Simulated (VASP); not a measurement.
**CsBa3: single point with PBEsol**

The system is CsBa3.

```xyz
4
Lattice="6.6044 0.0000 0.0000 0.0000 6.6044 0.0000 0.0000 0.0000 6.6044" Properties=species:S:1:pos:R:3 pbc="T T T"
Cs    0.0000    0.0000    0.0000
Ba    0.0000    3.3022    3.3022
Ba    3.3022    0.0000    3.3022
Ba    3.3022    3.3022    0.0000
```

```
Program             : VASP 6.6.1
Task                : single point
Functional          : PBEsol
Potentials or basis : VASP PAW PBE potentials, release 64 (Cs_sv, Ba_sv)
Cutoff              : 500 eV
k mesh              : 4 × 4 × 4
Occupations         : fermi-dirac, width 0.15 eV
Spin                : no spin polarisation
```

| Property | Result |
| --- | --- |
| Pressure | -0.5 GPa |
| Band gap on the k mesh | zero (an odd number of electrons rules out a gap without spin polarisation) |

Levels at points of the mesh, in eV from the Fermi level:
```csv
k point,band 17,band 18,band 19,band 20,band 21,band 22,band 23,band 24
"(0.00, 0.00, 0.00)",-2.54,-0.57,-0.52,-0.52,0.06,0.06,0.06,1.86
"(0.50, 0.00, 0.00)",-1.51,-1.26,0.04,0.23,0.49,0.74,0.74,0.81
"(0.50, 0.50, 0.00)",-0.66,-0.58,-0.58,-0.22,0.57,0.81,0.81,0.91
"(0.50, 0.50, 0.50)",-0.84,-0.84,-0.84,-0.46,0.70,1.09,1.09,1.09
```

Wall time 71 s on 1 thread of Intel(R) Xeon(R) Platinum 8259CL CPU @ 2.50GHz (Skylake/Cascade Lake), on a shared host, peak memory 0.34 GiB.

Caveat: the PAW data sets were made with another functional, which shifts forces and pressure a little; spin-orbit coupling is left out, which moves the levels of the heavy elements.
